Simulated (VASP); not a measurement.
Here is a VASP 6.6.1 calculation.

File INCAR:

```
SYSTEM = MgS
PREC = Accurate
ENCUT = 520
EDIFF = 1E-6
ISMEAR = 0
SIGMA = 0.05
LREAL = .False.
LASPH = .True.
NELM = 100
ALGO = Normal
ISIF = 2
LWAVE = .False.
LCHARG = .False.
NBANDS = 11
```

File KPOINTS:

```
regular mesh
0
Gamma
  8 8 8
  0 0 0
```

POSCAR

```
MgS
1.0
    0.0000000000      2.4715675000      2.4715675000
    2.4715675000      0.0000000000      2.4715675000
    2.4715675000      2.4715675000      0.0000000000
Mg S
1 1
Direct
    0.0000000000      0.0000000000      0.0000000000
    0.5000000000      0.5000000000      0.5000000000
```

Potentials or basis: VASP PAW LDA potentials, release 64 (Mg, S).

The run is started by

```console
$ cat potpaw_LDA.64/Mg/POTCAR potpaw_LDA.64/S/POTCAR > POTCAR
$ mpirun -np 1 vasp_std > vasp.out
```

(1) Estimate the band gap on the k mesh.

(2) Estimate the pressure.

## Answers

(1) 2.87 eV, indirect (least direct gap 4.83 eV).

(2) 10.9 GPa.

Caveat: the cell differs from its parent crystal (strain -0.050 along x and y, -0.050 along z).
